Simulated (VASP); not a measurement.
# Ta2N (P-3m1) in VASP: further runs, part 2 of 2

VASP 6.6.1. Earlier steps stand in the parts before.

### Step 3. Single point, LDA

This run uses another cell than the first one, of 12.80 Å³/atom, 0.940 times its volume.

INCAR reads:

```
  ALGO = Normal
  EDIFF = 1E-6
  ENCUT = 600
  GGA_COMPAT = False
  ISIF = 2
  ISMEAR = -1
  LASPH = True
  LCHARG = False
  LREAL = False
  LWAVE = False
  NBANDS = 22
  NELM = 120
  PREC = Accurate
  SIGMA = 0.05
```

KPOINTS reads:

```
k-points
0
Gamma
  10 10 6
```

POSCAR reads:

```
Ta2N
1.0
    3.0493158896      0.0000000000      0.0000000000
   -1.5246579448      2.6407850245      0.0000000000
    0.0000000000      0.0000000000      4.7704285953
Ta N
2 1
Direct
    0.3333333333      0.6666666667      0.2547110000
    0.6666666667      0.3333333333      0.7452890000
    0.0000000000      0.0000000000      0.0000000000
```

Potentials or basis: VASP PAW LDA potentials, release 64 (Ta_sv_GW, N).

On the command line:

```sh
> cat potpaw_LDA.64/Ta_sv_GW/POTCAR potpaw_LDA.64/N/POTCAR > POTCAR
> mpirun -np 1 vasp_std > vasp.out
```

OUTCAR:

```text
EDIFF = 1E-6
   ENCUT = 600
   ISIF = 2
   ISMEAR = -1
   LASPH = True
   LREAL = False
   NELM = 120
   PREC = Accurate

 ion  position               nearest neighbor table
   1  0.333  0.667  0.255-   3 2.14   3 2.14   3 2.14   2 2.93   2 2.93   2 2.93   2 3.00   2 3.00
                             2 3.00
   2  0.667  0.333  0.745-   3 2.14   3 2.14   3 2.14   1 2.93   1 2.93   1 2.93   1 3.00   1 3.00
                             1 3.00
   3  0.000  0.000  0.000-   1 2.14   2 2.14   1 2.14   2 2.14   2 2.14   1 2.14

  LATTYP: Found a hexagonal cell.
 ALAT       =     3.0493158896
 C/A-ratio  =     1.5644258476

  Lattice vectors:

 A1 = (   3.0493158896,   0.0000000000,   0.0000000000)
 A2 = (  -1.5246579448,   2.6407850245,   0.0000000000)
 A3 = (   0.0000000000,   0.0000000000,   4.7704285953)

Analysis of symmetry for initial positions (statically):
=====================================================================
 Subroutine PRICEL returns:
 Original cell was already a primitive cell.

 Routine SETGRP: Setting up the symmetry group for a
 hexagonal supercell.

 Subroutine GETGRP returns: Found 12 space group operations
 (whereof 12 operations were pure point group operations)
 out of a pool of 24 trial point group operations.

The static configuration has the point symmetry D_3d.

Analysis of symmetry for dynamics (positions and initial velocities):
=====================================================================
 Subroutine PRICEL returns:
 Original cell was already a primitive cell.

 Routine SETGRP: Setting up the symmetry group for a
 hexagonal supercell.

 Subroutine GETGRP returns: Found 12 space group operations
 (whereof 12 operations were pure point group operations)
 out of a pool of 24 trial point group operations.

The dynamic configuration has the point symmetry D_3d.

 Subroutine INISYM returns: Found 12 space group operations
 (whereof 12 operations are pure point group operations),
[... 107 lines left out ...]
   TEBEG  =    0.0;   TEEND  =   0.0 temperature during run
   PSTRESS=    0.0 pullay stress
   NELECT =      31.0000    total number of electrons
   NUPDOWN=      -1.0000    fix difference up-down
   EMIN   =  10.00;   EMAX   =-10.00  energy-range for DOS
   EFERMI =   0.00;   METHOD = LEGACY
   ISMEAR =    -1;   SIGMA  =   0.05  broadening in eV -4-tet -1-fermi 0-gaus
   EFERMI_NEDOS =   21; number of points for ismear=-14 and -15
   IALGO  =     38    algorithm
   IMIX   =      4    mixing-type and parameters
     AMIX     =   0.40;   BMIX     =  1.00
     AMIX_MAG =   1.60;   BMIX_MAG =  1.00
  volume/ion in A,a.u.               =      12.80        86.41
  Fermi-wavevector in a.u.,A,eV,Ry     =   1.524162  2.880248 31.607280  2.323070
  Thomas-Fermi vector in A             =   2.632506
   LORBIT       =      0    0 simple, 1 ext, 2 COOP (PROOUT), +10 PAW based schemes
   GGA     = CA    functional components
   LHFCALC =     F    Hartree Fock is set to
   AEXX    =    0.0000 exact exchange contribution
   IVDW    =     0    specifies the selected vdW correction
   LEPSILON=     F    determine dielectric tensor
   LRPA    =     F    only Hartree local field effects (RPA)
 non-spin polarized calculation
  energy-cutoff  :      600.00
  volume of cell :       38.41
 maximum number of plane-waves:      1304
   NGX = 13   NGY = 13   NGZ = 19

 number of electron      31.0000002 magnetization

 Free energy of the ion-electron system (eV)
  ---------------------------------------------------
  ext. energy  EPLUGINS =         0.00000000
  ---------------------------------------------------
  free energy    TOTEN  =       -42.64705732 eV

  energy without entropy =      -42.63408441  energy(sigma->0) =      -42.64057087

 E-fermi :  12.4163     XC(G=0): -13.8126

 val. band max:       12.4141267734   @ k =   0.2000   0.1000   0.1667
 cond. band min:      12.4164604782   @ k =   0.0000   0.3000   0.3333
 fundamental gap:      0.0023337048
 Fermi energy:        12.4162598507

 k-point     1 :       0.0000    0.0000    0.0000
  band No.  band energies     occupation
      1     -55.6873      2.00000
      2     -55.5822      2.00000
      3     -23.0893      2.00000
      4     -22.1636      2.00000
      5     -22.1636      2.00000
      6     -22.0096      2.00000
[... 589 lines left out ...]
     21      17.4046      0.00000
     22      18.2765      0.00000

 [... further k-points ...]
[... 5 lines left out ...]
  --------------------------------------------------------------------------------------
  -------------------------------------------------------------------------------------
  Total        1.0431494      1.0431494      1.1522146      0.0000000      0.0000000     -0.0000000
  in kB       43.5075082     43.5075082     48.0563853      0.0000000      0.0000000     -0.0000000
  external PRESSURE =      45.0238006 kB  Pullay stress =       0.0000000 kB

 VOLUME and BASIS-vectors are now :
 -----------------------------------------------------------------------------
  energy-cutoff  :      600.00
  volume of cell :       38.41
      direct lattice vectors                 reciprocal lattice vectors
     3.049315890  0.000000000  0.000000000     0.327942409  0.189337638  0.000000000
    -1.524657945  2.640785024  0.000000000     0.000000000  0.378675277  0.000000000
     0.000000000  0.000000000  4.770428595     0.000000000  0.000000000  0.209624771

 POSITION                                       TOTAL-FORCE (eV/Angst)
 -----------------------------------------------------------------------------------
     -0.00000      1.76052      1.21508        -0.000000     -0.000000     -0.035243
      1.52466      0.88026      3.55535         0.000000      0.000000      0.035243
      0.00000      0.00000      0.00000         0.000000      0.000000      0.000000
 -----------------------------------------------------------------------------------
    total drift:                               -0.000000      0.000000      0.000000

  FREE ENERGIE OF THE ION-ELECTRON SYSTEM (eV)
  ---------------------------------------------------
  free  energy   TOTEN  =       -42.6470573181 eV

  energy  without entropy=      -42.6340844145  energy(sigma->0) =      -42.64057087
```

OSZICAR:

```text
N       E                     dE             d eps       ncg     rms          rms(c)
DAV:   1     0.268063335313E+03    0.26806E+03   -0.20476E+04  3168   0.157E+03
DAV:   2    -0.287529095600E+02   -0.29682E+03   -0.28401E+03  3944   0.401E+02
DAV:   3    -0.468596344283E+02   -0.18107E+02   -0.17891E+02  4314   0.940E+01
DAV:   4    -0.473841347684E+02   -0.52450E+00   -0.52419E+00  3880   0.140E+01
DAV:   5    -0.473902965282E+02   -0.61618E-02   -0.61602E-02  4470   0.149E+00    0.959E+01
DAV:   6    -0.431374423558E+02    0.42529E+01   -0.18593E+01  3606   0.245E+01    0.761E+01
DAV:   7    -0.430612298666E+02    0.76212E-01   -0.62694E+00  3282   0.150E+01    0.391E+00
DAV:   8    -0.426524696540E+02    0.40876E+00   -0.16292E+00  3540   0.735E+00    0.491E+00
DAV:   9    -0.426476788602E+02    0.47908E-02   -0.12216E-01  3654   0.238E+00    0.350E+00
DAV:  10    -0.426474634885E+02    0.21537E-03   -0.30602E-03  3690   0.384E-01    0.267E+00
DAV:  11    -0.426473715655E+02    0.91923E-04   -0.71111E-04  3948   0.230E-01    0.118E+00
DAV:  12    -0.426470936464E+02    0.27792E-03   -0.21544E-03  3558   0.363E-01    0.179E+00
DAV:  13    -0.426470621196E+02    0.31527E-04   -0.10458E-04  3576   0.661E-02    0.798E-01
DAV:  14    -0.426470584722E+02    0.36474E-05   -0.12905E-05  3746   0.235E-02    0.204E-01
DAV:  15    -0.426470573380E+02    0.11342E-05   -0.50899E-06  3000   0.156E-02    0.164E-01
DAV:  16    -0.426470573181E+02    0.19918E-07   -0.27427E-07  1740   0.409E-03
   1 F= -.42647057E+02 E0= -.42640571E+02  d E =-.129729E-01
```

stdout:

```text
POSCAR found type information on POSCAR TaN
 POSCAR found :  2 types and       3 ions
 scaLAPACK will be used
 LDA part: xc-table for (Slater(with rela. corr.)+CA(PZ))
 , standard interpolation
 POSCAR, INCAR and KPOINTS ok, starting setup
 FFT: planning ... GRIDC
 FFT: planning ... GRID_SOFT
 FFT: planning ... GRID
 WAVECAR not read
 entering main loop
```

It took 74 s on 1 thread of AMD EPYC 7R43 (Zen 3), shared host; peak memory 0.17 GiB.

Results:

| Quantity | Value |
| --- | --- |
| Free energy | -42.6471 eV |
| Pressure | 4.5 GPa |
| Largest force | 0.035 eV/Å |

Forces in eV/Å, atoms in the order of the input:
```
Ta   0.000  0.000 -0.035
Ta   0.000  0.000  0.035
N    0.000  0.000  0.000
```

Stress tensor (GPa, compression positive):
```
4.35 0.00 0.00
0.00 4.35 0.00
0.00 0.00 4.81
```

Caveat: spin-orbit coupling is left out, which moves the levels of the heavy elements.

### Step 4. Single point, LDA

This run uses another cell than the first one, of 13.89 Å³/atom, 1.020 times its volume.

INCAR reads:

```
PREC = Accurate
ENCUT = 600
EDIFF = 1E-6
ISMEAR = -1
SIGMA = 0.05
LREAL = F
LASPH = T
NELM = 120
ALGO = Normal
ISIF = 2
LWAVE = F
LCHARG = T
LELF = T
LVHAR = T
NBANDS = 22
GGA_COMPAT = F
```

KPOINTS reads:

```
regular mesh
0
Gamma
  10 10 6
```

POSCAR reads:

```
Ta2N
1.0
    3.1334770837      0.0000000000      0.0000000000
   -1.5667385418      2.7136707566      0.0000000000
    0.0000000000      0.0000000000      4.9020925425
Ta N
2 1
Direct
    0.3333333333      0.6666666667      0.2547110000
    0.6666666667      0.3333333333      0.7452890000
    0.0000000000      0.0000000000      0.0000000000
```

On the command line:

```sh
> cat potpaw_LDA.64/Ta_sv_GW/POTCAR potpaw_LDA.64/N/POTCAR > POTCAR
> mpirun -np 1 vasp_std > vasp.out
```

Run time: 61 s. Hardware: 1 thread of AMD EPYC 9R14 (Zen 4), shared host; peak memory 0.19 GiB.

It converged, with:

* Free energy: -42.4905 eV
* Pressure: -18.6 GPa
* Largest force: 0.520 eV/Å

Forces on the atoms (eV/Å):
```
Ta   0.000  0.000 -0.520
Ta   0.000  0.000  0.520
N    0.000  0.000  0.000
```

Levels at points of the mesh, in eV from the Fermi level:
```tsv
k point	band 13	band 14	band 15	band 16	band 17	band 18
(0.00, 0.00, 0.00)	-4.78	-0.64	-0.25	-0.25	0.24	0.24
(0.50, 0.00, 0.00)	-4.39	-2.48	-1.29	1.71	1.83	3.58
(0.00, 0.00, 0.50)	-2.76	-2.52	-1.10	-1.10	1.75	1.92
(0.50, 0.00, 0.50)	-3.17	-2.03	-2.03	-0.22	0.69	3.15
```

Caveat: spin-orbit coupling is left out, which moves the levels of the heavy elements.

### Step 5. The runs side by side

```tsv
cell	gap on the mesh (eV)	pressure (GPa)	largest force (eV/Å)
a = 3.113, b = 3.113, c = 4.870 Å, angles 90.0, 90.0, 120.0°, 3 atoms	none	-13.7	0.42
a = 3.049, b = 3.049, c = 4.770 Å, angles 90.0, 90.0, 120.0°, 3 atoms	none	4.5	0.04
a = 3.133, b = 3.133, c = 4.902 Å, angles 90.0, 90.0, 120.0°, 3 atoms	none	-18.6	0.52
```

Alike in all rows: task single point; level LDA; potentials or basis VASP PAW LDA potentials, release 64 (Ta_sv_GW, N); no spin polarisation; k mesh 10 × 10 × 6; cutoff (eV) 600; smearing fermi-dirac 0.05 eV.

Caveats: spin-orbit coupling is left out, which moves the levels of the heavy elements.

Total energies depend on the potentials used, so only differences within one code and one set of settings carry meaning.
